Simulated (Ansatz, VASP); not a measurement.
# Te in VASP and in Ansatz

```xyz
4
Lattice="-4.3467 4.3467 1.6308 4.3467 -4.3467 1.6308 4.3467 4.3467 -1.6308" Properties=species:S:1:pos:R:3 pbc="T T T"
Te    4.3467    2.1733    0.4077
Te    0.0000    2.1733    2.0385
Te    2.1733    4.3467   -0.4077
Te    2.1733    0.0000    1.2231
```

Alike in both runs: functional PBE; k mesh 6 × 6 × 6; occupations gaussian, width 0.1 eV; no spin polarisation.

Ansatz relaxed the structure, and its values are those at the end. VASP's run is a single point on that final structure, the one shown.

|  | VASP | Ansatz |
| --- | --- | --- |
| version | VASP 6.6.1 | Ansatz 0.2.0 |
| potentials or method | VASP PAW PBE potentials, release 64 (Te), cutoff 520 eV | scalar-relativistic, plane waves, PAW |
| valence electrons in the cell | 24 | 64 |

Ansatz gave:

| Property | Result |
| --- | --- |
| gap on the k mesh at the Fermi level (eV) | none |
| pressure (GPa) | 0.2 |

Estimate VASP's values.

gap on the k mesh at the Fermi level (eV): none; pressure (GPa): 0.1.

A gap of «none» marks a metal or a gap that the smearing closes. VASP's potentials hold 24 valence electrons a cell and Ansatz's 64, so a difference there can come from the potentials and not from the codes.

Spin-orbit coupling is off throughout.
